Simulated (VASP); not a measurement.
# CsPbCl3 in VASP: notebook

CsPbCl3 is run at these levels: PBE, PBEsol+D4, BLYP+D4; tasks: single point, relaxation of cell and atoms.

Program: VASP 6.6.1. These are calculated values, not measurements. Logs are shortened: lines on timing, memory, paths and dates and some standing lists are left out, and cuts for length are marked.

### 1 The cell of the first run

The typed cell holds 5 atoms: a = 5.605 Å, b = 5.605 Å, c = 5.605 Å, α = 90.00°, β = 90.00°, γ = 90.00°.

### 2 Single point, PBE (atoms moved at random)

INCAR

```
  PREC = Accurate
  ENCUT = 520
  EDIFF = 1E-7
  ISMEAR = -1
  SIGMA = 0.05
  LREAL = F
  LASPH = T
  NELM = 80
  ALGO = Normal
  ISIF = 2
  LWAVE = F
  LCHARG = T
  GGA = PE
  LELF = T
  LVHAR = T
  NBANDS = 30
```

KPOINTS

```
regular mesh
0
Gamma
  5 5 5
```

POSCAR

```
CsPbCl3
1.0
    5.6050000000      0.0000000000      0.0000000000
    0.0000000000      5.6050000000      0.0000000000
    0.0000000000      0.0000000000      5.6050000000
Pb Cs Cl
1 1 3
Direct
    0.4937920000      0.4986730000      0.5000720000
   -0.0069170000      0.0008100000      0.0009270000
    0.4971890000      0.0032210000      0.5056030000
   -0.0031200000      0.5006000000      0.5007600000
    0.5014110000      0.5033340000      0.0026590000
```

Potentials or basis: VASP PAW PBE potentials, release 64 (Pb_d, Cs_sv, Cl).

The run is started by

```sh
$ cat potpaw_PBE.64/Pb_d/POTCAR potpaw_PBE.64/Cs_sv/POTCAR potpaw_PBE.64/Cl/POTCAR > POTCAR
$ mpirun -np 1 vasp_std > vasp.out
```

OUTCAR:

```text
PREC = Accurate
   ENCUT = 520
   EDIFF = 1E-7
   ISMEAR = -1
   LREAL = F
   LASPH = T
   NELM = 80
   ISIF = 2
   GGA = PE

 ion  position               nearest neighbor table
   1  0.494  0.499  0.500-   3 2.78   4 2.79   5 2.79   5 2.82   4 2.82   3 2.83
   2  0.993  0.001  0.001-
   3  0.497  0.003  0.506-   1 2.78   1 2.83
   4  0.997  0.501  0.501-   1 2.79   1 2.82
   5  0.501  0.503  0.003-   1 2.79   1 2.82

  LATTYP: Found a simple cubic cell.
 ALAT       =     5.6050000000

  Lattice vectors:

 A1 = (   5.6050000000,   0.0000000000,   0.0000000000)
 A2 = (   0.0000000000,   5.6050000000,   0.0000000000)
 A3 = (   0.0000000000,   0.0000000000,   5.6050000000)

Analysis of symmetry for initial positions (statically):
=====================================================================
 Subroutine PRICEL returns:
 Original cell was already a primitive cell.

 Routine SETGRP: Setting up the symmetry group for a
 simple cubic supercell.

 Subroutine GETGRP returns: Found  1 space group operations
 (whereof  1 operations were pure point group operations)
 out of a pool of 48 trial point group operations.

The static configuration has the point symmetry C_1 .

Analysis of symmetry for dynamics (positions and initial velocities):
=====================================================================
 Subroutine PRICEL returns:
 Original cell was already a primitive cell.

 Routine SETGRP: Setting up the symmetry group for a
 simple cubic supercell.

 Subroutine GETGRP returns: Found  1 space group operations
 (whereof  1 operations were pure point group operations)
 out of a pool of 48 trial point group operations.

The dynamic configuration has the point symmetry C_1 .

 Subroutine INISYM returns: Found  1 space group operations
 (whereof  1 operations are pure point group operations),
 and found     1 'primitive' translations

----------------------------------------------------------------------------------------

                                     Primitive cell

  volume of cell :     176.0868

  direct lattice vectors                    reciprocal lattice vectors
     5.605000000  0.000000000  0.000000000     0.178412132  0.000000000  0.000000000
     0.000000000  5.605000000  0.000000000     0.000000000  0.178412132  0.000000000
     0.000000000  0.000000000  5.605000000     0.000000000  0.000000000  0.178412132

  length of vectors
     5.605000000  5.605000000  5.605000000     0.178412132  0.178412132  0.178412132

  position of ions in fractional coordinates (direct lattice)
     0.493792000  0.498673000  0.500072000
[... 83 lines left out ...]
   NELM   =     80;   NELMIN=  2; NELMDL= -5     # of ELM steps
   EDIFF  = 0.1E-06   stopping-criterion for ELM
   LREAL  =      F    real-space projection
   EDIFFG = 0.1E-05   stopping-criterion for IOM
   NSW    =      0    number of steps for IOM
   IBRION =     -1    ionic relax: 0-MD 1-quasi-New 2-CG
   NFREE  =      0    steps in history (QN), initial steepest desc. (CG)
   ISIF   =      2    stress and relaxation
   ISYM   =      2    0-nonsym 1-usesym 2-fastsym
   POTIM  = 0.5000    time-step for ionic-motion
   TEBEG  =    0.0;   TEEND  =   0.0 temperature during run
   PSTRESS=    0.0 pullay stress
   NELECT =      44.0000    total number of electrons
   NUPDOWN=      -1.0000    fix difference up-down
   EMIN   =  10.00;   EMAX   =-10.00  energy-range for DOS
   EFERMI =   0.00;   METHOD = LEGACY
   ISMEAR =    -1;   SIGMA  =   0.05  broadening in eV -4-tet -1-fermi 0-gaus
   EFERMI_NEDOS =   21; number of points for ismear=-14 and -15
   IALGO  =     38    algorithm
   IMIX   =      4    mixing-type and parameters
     AMIX     =   0.40;   BMIX     =  1.00
     AMIX_MAG =   1.60;   BMIX_MAG =  1.00
  volume/ion in A,a.u.               =      35.22       237.66
  Fermi-wavevector in a.u.,A,eV,Ry     =   1.031138  1.948568 14.466333  1.063245
  Thomas-Fermi vector in A             =   2.165271
   LORBIT       =      0    0 simple, 1 ext, 2 COOP (PROOUT), +10 PAW based schemes
   GGA     = PE    functional components
[... 5 lines left out ...]
 non-spin polarized calculation
  energy-cutoff  :      520.00
  volume of cell :      176.09
 maximum number of plane-waves:      4765
 NGX is ok and might be reduce to    42
   NGX = 21   NGY = 21   NGZ = 21

 number of electron      44.0000001 magnetization

 Free energy of the ion-electron system (eV)
  ---------------------------------------------------
  ext. energy  EPLUGINS =         0.00000000
  ---------------------------------------------------
  free energy    TOTEN  =       -17.50596973 eV

  energy without entropy =      -17.50596973  energy(sigma->0) =      -17.50596973

 E-fermi :   2.3210     XC(G=0):  -7.8207

 val. band max:        1.2047372151   @ k =  -0.4000  -0.4000   0.4000
 cond. band min:       4.1441885894   @ k =   0.4000  -0.4000   0.4000
 fundamental gap:      2.9394513743
 Fermi energy:         2.3210443888

 k-point     1 :       0.0000    0.0000    0.0000
  band No.  band energies     occupation
      1     -19.5679      2.00000
      2     -15.0075      2.00000
      3     -15.0068      2.00000
      4     -14.7592      2.00000
      5     -14.7591      2.00000
      6     -14.7590      2.00000
[... 781 lines left out ...]
     29       7.6377      0.00000
     30       8.1826      0.00000

 [... further k-points ...]

------------------------ aborting loop because EDIFF is reached ----------------------------------------

  FORCE on cell =-STRESS in cart. coord.  units (eV):
  Direction    XX          YY          ZZ          XY          YZ          ZX
  --------------------------------------------------------------------------------------
  -------------------------------------------------------------------------------------
  Total        1.8650733      1.8678682      1.8547328      0.0007028     -0.0007412      0.0011413
  in kB       16.9699140     16.9953442     16.8758275      0.0063950     -0.0067438      0.0103841
  external PRESSURE =      16.9470286 kB  Pullay stress =       0.0000000 kB

 VOLUME and BASIS-vectors are now :
 -----------------------------------------------------------------------------
  energy-cutoff  :      520.00
  volume of cell :      176.09
      direct lattice vectors                 reciprocal lattice vectors
     5.605000000  0.000000000  0.000000000     0.178412132  0.000000000  0.000000000
     0.000000000  5.605000000  0.000000000     0.000000000  0.178412132  0.000000000
     0.000000000  0.000000000  5.605000000     0.000000000  0.000000000  0.178412132

 POSITION                                       TOTAL-FORCE (eV/Angst)
 -----------------------------------------------------------------------------------
      2.76770      2.79506      2.80290         0.048954      0.070899      0.041115
      5.56623      0.00454      0.00520        -0.000957     -0.002812     -0.001892
      2.78674      0.01805      2.83390        -0.002769     -0.066527     -0.002786
      5.58751      2.80586      2.80676        -0.040679     -0.000153     -0.000645
      2.81041      2.82119      0.01490        -0.004548     -0.001407     -0.035793
 -----------------------------------------------------------------------------------
    total drift:                               -0.000133      0.000278     -0.000017

  FREE ENERGIE OF THE ION-ELECTRON SYSTEM (eV)
  ---------------------------------------------------
  free  energy   TOTEN  =       -17.5059697255 eV

  energy  without entropy=      -17.5059697255  energy(sigma->0) =      -17.50596973
```

OSZICAR:

```text
N       E                     dE             d eps       ncg     rms          rms(c)
DAV:   1     0.410249154621E+03    0.41025E+03   -0.19312E+04  3780   0.134E+03
DAV:   2     0.336450299607E+02   -0.37660E+03   -0.35836E+03  4452   0.314E+02
DAV:   3    -0.163532341173E+02   -0.49998E+02   -0.49341E+02  4756   0.123E+02
DAV:   4    -0.182773160699E+02   -0.19241E+01   -0.19168E+01  4890   0.299E+01
DAV:   5    -0.183450150548E+02   -0.67699E-01   -0.67678E-01  4838   0.506E+00    0.542E+00
DAV:   6    -0.175292125098E+02    0.81580E+00   -0.14648E+00  5752   0.129E+01    0.354E+00
DAV:   7    -0.174930523410E+02    0.36160E-01   -0.60398E-01  5772   0.457E+00    0.191E+00
DAV:   8    -0.175075900392E+02   -0.14538E-01   -0.80572E-02  5656   0.232E+00    0.277E-01
DAV:   9    -0.175053574961E+02    0.22325E-02   -0.18435E-02  5942   0.111E+00    0.130E-01
DAV:  10    -0.175058982374E+02   -0.54074E-03   -0.19937E-03  4588   0.268E-01    0.501E-02
DAV:  11    -0.175059677014E+02   -0.69464E-04   -0.17526E-04  5406   0.105E-01    0.139E-02
DAV:  12    -0.175059696240E+02   -0.19226E-05   -0.26720E-05  5124   0.629E-02    0.418E-03
DAV:  13    -0.175059696493E+02   -0.25212E-07   -0.27275E-06  5508   0.135E-02    0.233E-03
DAV:  14    -0.175059697255E+02   -0.76284E-07   -0.52662E-07  4702   0.681E-03
   1 F= -.17505970E+02 E0= -.17505970E+02  d E =-.299130E-10
```

stdout:

```text
POSCAR found type information on POSCAR PbCsCl
 POSCAR found :  3 types and       5 ions
 scaLAPACK will be used
 LDA part: xc-table for (Slater+PW92), standard interpolation
 POSCAR, INCAR and KPOINTS ok, starting setup
 FFT: planning ... GRIDC
 FFT: planning ... GRID_SOFT
 FFT: planning ... GRID
 WAVECAR not read
 entering main loop
```

Run time: 4.2 min. Hardware: 1 thread of Intel Xeon Platinum 8259CL at 2.50GHz (Skylake/Cascade Lake), shared host; peak memory 0.46 GiB.

What came out:

* Free energy: -17.5060 eV
* Pressure: 1.7 GPa
* Largest force: 0.095 eV/Å
* Band gap on the k mesh: 2.94 eV

Forces on the atoms (eV/Å):
```
Pb   0.049  0.071  0.041
Cs  -0.001 -0.003 -0.002
Cl  -0.003 -0.067 -0.003
Cl  -0.041  0.000 -0.001
Cl  -0.005 -0.001 -0.036
```

Caveat: the cell differs from its parent crystal (atoms moved at random); spin-orbit coupling is left out, which moves the levels of the heavy elements; an odd mesh through Γ misses points on the zone boundary, where band edges can lie.

### 3 Single point, PBEsol+D4

This run uses another cell than the first one, of 34.78 Å³/atom.

INCAR

```
SYSTEM = CsPbCl3
PREC = Accurate
ENCUT = 520
EDIFF = 1E-7
ISMEAR = -1
SIGMA = 0.05
LREAL = .False.
LASPH = .True.
NELM = 80
ALGO = Normal
ISIF = 2
LWAVE = .False.
LCHARG = .True.
GGA = PS
IVDW = 13
LELF = .True.
LVHAR = .True.
NBANDS = 30
```

KPOINTS

```
Automatic mesh
0
Gamma
  5 5 5
  0 0 0
```

POSCAR

```
CsPbCl3
1.0
    5.5817006724      0.0000000000      0.0000000000
    0.0000000000      5.5817006724      0.0000000000
    0.0000000000      0.0000000000      5.5817006724
Pb Cs Cl
1 1 3
Direct
    0.5000000000      0.5000000000      0.5000000000
    0.0000000000      0.0000000000      0.0000000000
    0.5000000000      0.0000000000      0.5000000000
    0.0000000000      0.5000000000      0.5000000000
    0.5000000000      0.5000000000      0.0000000000
```

Potentials or basis: VASP PAW PBE potentials, release 64 (Pb_d, Cs_sv, Cl).

The run is started by

```sh
$ cat potpaw_PBE.64/Pb_d/POTCAR potpaw_PBE.64/Cs_sv/POTCAR potpaw_PBE.64/Cl/POTCAR > POTCAR
$ mpirun -np 1 vasp_std > vasp.out
```

Wall time 64 s (1 thread of Intel Xeon 8259CL, shared host); peak memory 0.28 GiB.

The run converged. Its results:

| Quantity | Value |
| --- | --- |
| Free energy | -18.9081 eV |
| Pressure | 0.0 GPa |
| Band gap on the k mesh | 2.83 eV |
| Dispersion energy per atom | -0.105 eV |

Levels at points of the mesh, in eV from the valence-band top:
```csv
k point,band 18,band 19,band 20,band 21,band 22,band 23,band 24,band 25,band 26,band 27
"(0.00, 0.00, 0.00)",-2.10,-2.10,-1.99,-1.99,-1.99,3.78,4.75,4.75,5.66,5.66
```

Caveat: the PAW data sets were made with another functional, which shifts forces and pressure a little; spin-orbit coupling is left out, which moves the levels of the heavy elements; an odd mesh through Γ misses points on the zone boundary, where band edges can lie.

### 4 Single point, BLYP+D4

This run uses another cell than the first one, of 37.67 Å³/atom.

INCAR

```
PREC     = Accurate       # precision mode
ENCUT    = 520            # plane-wave cutoff, eV
EDIFF    = 1E-6           # SCF threshold, eV
ISMEAR   = -1             # smearing method
SIGMA    = 0.05           # smearing width, eV
LREAL    = False          # projectors in reciprocal space
LASPH    = True           # aspherical terms in the spheres
NELM     = 100            # most SCF steps
ALGO     = Normal         # electronic algorithm
ISIF     = 2              # what is computed and relaxed
LWAVE    = False          # write WAVECAR
LCHARG   = True           # write CHGCAR
GGA      = B5             # functional
ALDAX    = 1.0          
AGGAX    = 1.0          
AGGAC    = 1.0          
ALDAC    = 0.0          
IVDW     = 13             # dispersion correction
VDW_S6   = 1.0          
VDW_S8   = 2.34076671   
VDW_A1   = 0.44488865   
VDW_A2   = 4.0933009    
LELF     = True           # ELF
LVHAR    = True         
NBANDS   = 30             # bands
```

KPOINTS

```
regular mesh
0
Gamma
  5 5 5
```

POSCAR, as its differences from that of step 3:

```diff
@@ -2,5 +2,5 @@
 1.0
-    5.5817006724      0.0000000000      0.0000000000
-    0.0000000000      5.5817006724      0.0000000000
-    0.0000000000      0.0000000000      5.5817006724
+    5.7322695382      0.0000000000      0.0000000000
+    0.0000000000      5.7322695382      0.0000000000
+    0.0000000000      0.0000000000      5.7322695382
 Pb Cs Cl
```

The run is started by

```sh
$ cat potpaw_PBE.64/Pb_d/POTCAR potpaw_PBE.64/Cs_sv/POTCAR potpaw_PBE.64/Cl/POTCAR > POTCAR
$ mpirun -np 1 vasp_std > vasp.out
```

Run time: 1.7 min. Hardware: 1 thread of Intel Xeon 8259CL, shared host; peak memory 0.34 GiB.

Results (log left out):

| Quantity | Value |
| --- | --- |
| Free energy | -17.8385 eV |
| Pressure | 0.0 GPa |
| Band gap on the k mesh | 3.13 eV |
| Dispersion energy per atom | -0.315 eV |

Levels at points of the mesh, in eV from the valence-band top:
| k point | band 18 | band 19 | band 20 | band 21 | band 22 | band 23 | band 24 | band 25 | band 26 | band 27 |
| --- | --- | --- | --- | --- | --- | --- | --- | --- | --- | --- |
| (0.00, 0.00, 0.00) | -1.61 | -1.61 | -1.52 | -1.52 | -1.52 | 4.18 | 5.25 | 5.25 | 6.15 | 6.15 |

Caveat: the PAW data sets were made with another functional, which shifts forces and pressure a little; spin-orbit coupling is left out, which moves the levels of the heavy elements; an odd mesh through Γ misses points on the zone boundary, where band edges can lie.

### 5 Relaxation of cell and atoms, PBEsol+D4

INCAR

```
ALGO = Normal
EDIFF = 1E-6
EDIFFG = -0.01
ENCUT = 600
GGA = PS
IBRION = 2
ISIF = 3
ISMEAR = -1
IVDW = 13
LASPH = T
LCHARG = F
LREAL = F
LWAVE = F
NELM = 80
NSW = 60
PREC = Accurate
SIGMA = 0.05
```

KPOINTS

```
k-points
0
Gamma
  5 5 5
```

POSCAR, as its differences from that of step 4:

```diff
@@ -2,5 +2,5 @@
 1.0
-    5.7322695382      0.0000000000      0.0000000000
-    0.0000000000      5.7322695382      0.0000000000
-    0.0000000000      0.0000000000      5.7322695382
+    5.6050000000      0.0000000000      0.0000000000
+    0.0000000000      5.6050000000      0.0000000000
+    0.0000000000      0.0000000000      5.6050000000
 Pb Cs Cl
```

The run is started by

```sh
$ cat potpaw_PBE.64/Pb_d/POTCAR potpaw_PBE.64/Cs_sv/POTCAR potpaw_PBE.64/Cl/POTCAR > POTCAR
$ mpirun -np 1 vasp_std > vasp.out
```

Wall time 2.3 min (1 thread of Intel Xeon 8259CL, shared host); peak memory 0.37 GiB.

It converged, with:

- Free energy: -18.9092 eV
- Relaxed volume: 34.81 Å³/atom
- Relaxed cell: a = 5.583 Å, b = 5.583 Å, c = 5.583 Å, α = 90.00°, β = 90.00°, γ = 90.00°
- Space group after relaxing (to 0.1 Å): Pm-3m (No. 221)
- Energy gained by relaxing: 0.4 meV/atom
- Ionic steps: 3
- Pressure after relaxing: 0.0 GPa
- Band gap on the k mesh: 2.83 eV
- Dispersion energy per atom: -0.104 eV

The path:
| step | energy change (eV) | largest force (eV/Å) | pressure (GPa) | volume (Å³) |
| --- | --- | --- | --- | --- |
| 1 | 0.0000 | 0.0000 | -0.32 | 176.09 |
| 2 | -0.0020 | 0.0000 | -0.05 | 174.32 |
| 3 | -0.0021 | 0.0000 | -0.01 | 174.04 |

Final structure:
```
Pb Cs Cl
1.0
     5.58315    0.00000    0.00000
     0.00000    5.58315    0.00000
     0.00000    0.00000    5.58315
Pb Cs Cl
1 1 3
Direct
  0.50000 0.50000 0.50000
  0.00000 0.00000 0.00000
  0.50000 0.00000 0.50000
  0.00000 0.50000 0.50000
  0.50000 0.50000 0.00000
```

Levels at points of the mesh, in eV from the valence-band top:
| k point | band 20 | band 21 | band 22 | band 23 | band 24 | band 25 |
| --- | --- | --- | --- | --- | --- | --- |
| (0.00, 0.00, 0.00) | -1.98 | -1.98 | -1.98 | 3.78 | 4.75 | 4.75 |

Caveat: the PAW data sets were made with another functional, which shifts forces and pressure a little; spin-orbit coupling is left out, which moves the levels of the heavy elements; an odd mesh through Γ misses points on the zone boundary, where band edges can lie.

### 6 Overview

```tsv
task	level	cell	cutoff (eV)	gap on the mesh (eV)	pressure (GPa)
single point	PBE	a = 5.605 Å, 5 atoms, atomic positions A	520	2.94	1.7
single point	PBEsol+D4	a = 5.582 Å, 5 atoms, atomic positions B	520	2.83	0.0
single point	BLYP+D4	a = 5.732 Å, 5 atoms, atomic positions B	520	3.13	0.0
relaxation of cell and atoms	PBEsol+D4	relaxed from a = 5.605 Å, 5 atoms, atomic positions B	600	2.83	0.0
```

Alike in all rows: potentials or basis VASP PAW PBE potentials, release 64 (Pb_d, Cs_sv, Cl); no spin polarisation; k mesh 5 × 5 × 5; smearing fermi-dirac 0.05 eV.

Caveats: spin-orbit coupling is left out, which moves the levels of the heavy elements; an odd mesh through Γ misses points on the zone boundary, where band edges can lie; the PAW data sets were made with another functional, which shifts forces and pressure a little (at least some runs).

Absolute energies hang on the potentials; compare differences alone.
